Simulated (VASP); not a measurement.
# YTa2P3 (Cmmm) in VASP: single point with PBE

Aim: the single point of YTa2P3 with PBE.

Everything below comes from runs of VASP 6.6.1. Logs are shortened: lines on timing, memory, paths and dates and some standing lists are left out, and cuts for length are marked.

### 1 The cell of the first run

Symmetry: Cmmm, No. 65, orthorhombic system. The conventional cell has a = 4.684 Å, b = 5.316 Å, c = 10.070 Å, α = 90.00°, β = 90.00°, γ = 90.00°. Y (site symmetry mmm) has 4 P at 2.34 to 2.66 Å within 3.1 Å. Within 3.0 Å of Ta (site symmetry mmm) lie 2 P at 2.24 Å and 4 Ta at 2.34 to 2.66 Å. Within 3.1 Å of Ta (site symmetry mmm) lie 4 Ta at 2.34 to 2.66 Å. P (site symmetry mm2) has 1 Ta at 2.24 Å and 1 P at 2.79 Å within 3.0 Å. P (site symmetry mmm) has 4 Y at 2.34 to 2.66 Å and 2 P at 2.79 Å within 3.1 Å.

The cell was built from a structure type or drawn by symmetry, and may not be a known phase.

### 2 Single point, PBE

Contents of INCAR:

```
SYSTEM = YTa2P3
  PREC = Accurate
  ENCUT = 520
  EDIFF = 1E-6
  ISMEAR = 0
  SIGMA = 0.1
  LREAL = .False.
  LASPH = .True.
  NELM = 60
  ALGO = Normal
  ISIF = 2
  LWAVE = .False.
  LCHARG = .True.
  GGA = PE
  LELF = .True.
  LVHAR = .True.
  NBANDS = 33
```

Contents of KPOINTS:

```
regular mesh
0
Gamma
  6 6 2
  0 0 0
```

Contents of POSCAR:

```
YTa2P3
1.0
    2.3420260200     -2.6578934800      0.0000000000
    2.3420260200      2.6578934800      0.0000000000
    0.0000000000      0.0000000000     10.0701348700
Y Ta P
1 2 3
Direct
    0.5000000000      0.5000000000      0.0000000000
    0.0000000000      0.0000000000      0.5000000000
    0.5000000000      0.5000000000      0.5000000000
    0.0000000000      0.0000000000      0.2770825800
    0.0000000000      0.0000000000      0.7229174200
    0.0000000000      0.0000000000      0.0000000000
```

Potentials or basis: VASP PAW PBE potentials, release 64 (Y_sv, Ta_pv, P).

On the command line:

```sh
cat potpaw_PBE.64/Y_sv/POTCAR potpaw_PBE.64/Ta_pv/POTCAR potpaw_PBE.64/P/POTCAR > POTCAR
mpirun -np 1 vasp_std > vasp.out
```

OUTCAR:

```text
SYSTEM = YTa2P3
   PREC = Accurate
   ENCUT = 520
   EDIFF = 1E-6
   ISMEAR = 0
   LREAL = .False.
   LASPH = .True.
   NELM = 60
   ISIF = 2
   GGA = PE

 ion  position               nearest neighbor table
   1  0.500  0.500  0.000-   6 2.34   6 2.34   6 2.66   6 2.66   4 3.64   4 3.64   5 3.64   5 3.64

   2  0.000  0.000  0.500-   4 2.24   5 2.24   3 2.34   3 2.34   3 2.66   3 2.66
   3  0.500  0.500  0.500-   2 2.34   2 2.34   2 2.66   2 2.66   5 3.24   4 3.24   4 3.24   5 3.24

   4  0.000  0.000  0.277-   2 2.24   6 2.79   3 3.24   3 3.24   1 3.64   1 3.64
   5  0.000  0.000  0.723-   2 2.24   6 2.79   3 3.24   3 3.24   1 3.64   1 3.64
   6  0.000  0.000  0.000-   1 2.34   1 2.34   1 2.66   1 2.66   5 2.79   4 2.79

  LATTYP: Found a base centered orthorhombic cell.
 ALAT       =     4.6840520400
 B/A-ratio  =     1.1348693214
 C/A-ratio  =     2.1498768126

  Lattice vectors:

 A1 = (   2.3420260200,  -2.6578934800,   0.0000000000)
 A2 = (   2.3420260200,   2.6578934800,   0.0000000000)
 A3 = (   0.0000000000,   0.0000000000,  10.0701348700)

Analysis of symmetry for initial positions (statically):
=====================================================================
 Subroutine PRICEL returns:
 Original cell was already a primitive cell.

 Routine SETGRP: Setting up the symmetry group for a
 base centered orthorhombic supercell.

 Subroutine GETGRP returns: Found  8 space group operations
 (whereof  8 operations were pure point group operations)
 out of a pool of  8 trial point group operations.

The static configuration has the point symmetry D_2h.

Analysis of symmetry for dynamics (positions and initial velocities):
=====================================================================
 Subroutine PRICEL returns:
 Original cell was already a primitive cell.

 Routine SETGRP: Setting up the symmetry group for a
 base centered orthorhombic supercell.

 Subroutine GETGRP returns: Found  8 space group operations
 (whereof  8 operations were pure point group operations)
 out of a pool of  8 trial point group operations.

The dynamic configuration has the point symmetry D_2h.

 Subroutine INISYM returns: Found  8 space group operations
 (whereof  8 operations are pure point group operations),
 and found     1 'primitive' translations

----------------------------------------------------------------------------------------

                                     Primitive cell

  volume of cell :     125.3703
[... 100 lines left out ...]
   NSW    =      0    number of steps for IOM
   IBRION =     -1    ionic relax: 0-MD 1-quasi-New 2-CG
   NFREE  =      0    steps in history (QN), initial steepest desc. (CG)
   ISIF   =      2    stress and relaxation
   ISYM   =      2    0-nonsym 1-usesym 2-fastsym
   POTIM  = 0.5000    time-step for ionic-motion
   TEBEG  =    0.0;   TEEND  =   0.0 temperature during run
   PSTRESS=    0.0 pullay stress
   NELECT =      48.0000    total number of electrons
   NUPDOWN=      -1.0000    fix difference up-down
   EMIN   =  10.00;   EMAX   =-10.00  energy-range for DOS
   EFERMI =   0.00;   METHOD = LEGACY
   ISMEAR =     0;   SIGMA  =   0.10  broadening in eV -4-tet -1-fermi 0-gaus
   EFERMI_NEDOS =   21; number of points for ismear=-14 and -15
   IALGO  =     38    algorithm
   IMIX   =      4    mixing-type and parameters
     AMIX     =   0.40;   BMIX     =  1.00
     AMIX_MAG =   1.60;   BMIX_MAG =  1.00
  volume/ion in A,a.u.               =      20.90       141.01
  Fermi-wavevector in a.u.,A,eV,Ry     =   1.188750  2.246411 19.226741  1.413126
  Thomas-Fermi vector in A             =   2.324872
   LORBIT       =      0    0 simple, 1 ext, 2 COOP (PROOUT), +10 PAW based schemes
   GGA     = PE    functional components
   LHFCALC =     F    Hartree Fock is set to
   AEXX    =    0.0000 exact exchange contribution
   IVDW    =     0    specifies the selected vdW correction
   LEPSILON=     F    determine dielectric tensor
   LRPA    =     F    only Hartree local field effects (RPA)
 non-spin polarized calculation
 Gauss-broadening in eV      SIGMA  =   0.10
  energy-cutoff  :      520.00
  volume of cell :      125.37
 maximum number of plane-waves:      3398
 NGX is ok and might be reduce to    28
   NGX = 13   NGY = 13   NGZ = 37

 number of electron      47.9999990 magnetization

 Free energy of the ion-electron system (eV)
  ---------------------------------------------------
  ext. energy  EPLUGINS =         0.00000000
  ---------------------------------------------------
  free energy    TOTEN  =       -40.14156713 eV

  energy without entropy =      -40.11955180  energy(sigma->0) =      -40.13055947

 E-fermi :   5.1104     XC(G=0): -10.4092

 val. band max:        5.0635152555   @ k =   0.5000   0.3333   0.5000
 cond. band min:       5.1272791952   @ k =   0.5000   0.5000   0.5000
 fundamental gap:      0.0637639398
 Fermi energy:         5.1104330303

 k-point     1 :       0.0000    0.0000    0.0000
  band No.  band energies     occupation
      1     -36.8115      2.00000
      2     -31.1677      2.00000
      3     -29.9204      2.00000
      4     -29.6960      2.00000
      5     -28.5838      2.00000
      6     -28.2843      2.00000
[... 853 lines left out ...]
     32       8.0490      0.00000
     33       8.8022      0.00000

 [... further k-points ...]

------------------------ aborting loop because EDIFF is reached ----------------------------------------

  FORCE on cell =-STRESS in cart. coord.  units (eV):
  Direction    XX          YY          ZZ          XY          YZ          ZX
  --------------------------------------------------------------------------------------
  -------------------------------------------------------------------------------------
  Total       42.3904218      7.5832473      7.1219737     -0.0000000      0.0000000      0.0000000
  in kB      541.7310763     96.9105881     91.0157132     -0.0000000      0.0000000      0.0000000
  external PRESSURE =     243.2191259 kB  Pullay stress =       0.0000000 kB

 VOLUME and BASIS-vectors are now :
 -----------------------------------------------------------------------------
  energy-cutoff  :      520.00
  volume of cell :      125.37
      direct lattice vectors                 reciprocal lattice vectors
     2.342026020 -2.657893480  0.000000000     0.213490369 -0.188118901  0.000000000
     2.342026020  2.657893480  0.000000000     0.213490369  0.188118901  0.000000000
     0.000000000  0.000000000 10.070134870     0.000000000  0.000000000  0.099303536

 POSITION                                       TOTAL-FORCE (eV/Angst)
 -----------------------------------------------------------------------------------
      2.34203      0.00000      0.00000        -0.000000     -0.000000      0.000000
      0.00000      0.00000      5.03507        -0.000000      0.000000      0.000000
      2.34203      0.00000      5.03507        -0.000000      0.000000      0.000000
      0.00000      0.00000      2.79026        -0.000000      0.000000     -3.001918
      0.00000      0.00000      7.27988         0.000000      0.000000      3.001918
      0.00000      0.00000      0.00000        -0.000000      0.000000      0.000000
 -----------------------------------------------------------------------------------
    total drift:                                0.000000      0.000000      0.000000

  FREE ENERGIE OF THE ION-ELECTRON SYSTEM (eV)
  ---------------------------------------------------
  free  energy   TOTEN  =       -40.1415671349 eV

  energy  without entropy=      -40.1195518037  energy(sigma->0) =      -40.13055947
```

stdout:

```text
POSCAR found type information on POSCAR Y TaP
 POSCAR found :  3 types and       6 ions
 scaLAPACK will be used
 LDA part: xc-table for (Slater+PW92), standard interpolation
 POSCAR, INCAR and KPOINTS ok, starting setup
 FFT: planning ... GRIDC
 FFT: planning ... GRID_SOFT
 FFT: planning ... GRID
 WAVECAR not read
 entering main loop
```

Wall time 68 s (1 thread of AMD EPYC 9R45 (Zen 5), shared host); peak memory 0.28 GiB.

What came out:

* Free energy: -40.1416 eV
* Pressure: 24.3 GPa
* Largest force: 3.002 eV/Å
* Band gap on the k mesh: zero (bands 24 and 25 overlap by 1.19 eV)

Forces on the atoms (eV/Å):
```
Y    0.000  0.000  0.000
Ta   0.000  0.000  0.000
Ta   0.000  0.000  0.000
P    0.000  0.000 -3.002
P    0.000  0.000  3.002
P    0.000  0.000  0.000
```

Stress tensor (GPa, compression positive):
```
54.17  0.00  0.00
 0.00  9.69  0.00
 0.00  0.00  9.10
```

Caveat: the cell stands under pressure; spin-orbit coupling is left out, which moves the levels of the heavy elements; forces of over 1 eV/Å act on the atoms, so gaps and moduli don't describe the material at rest.
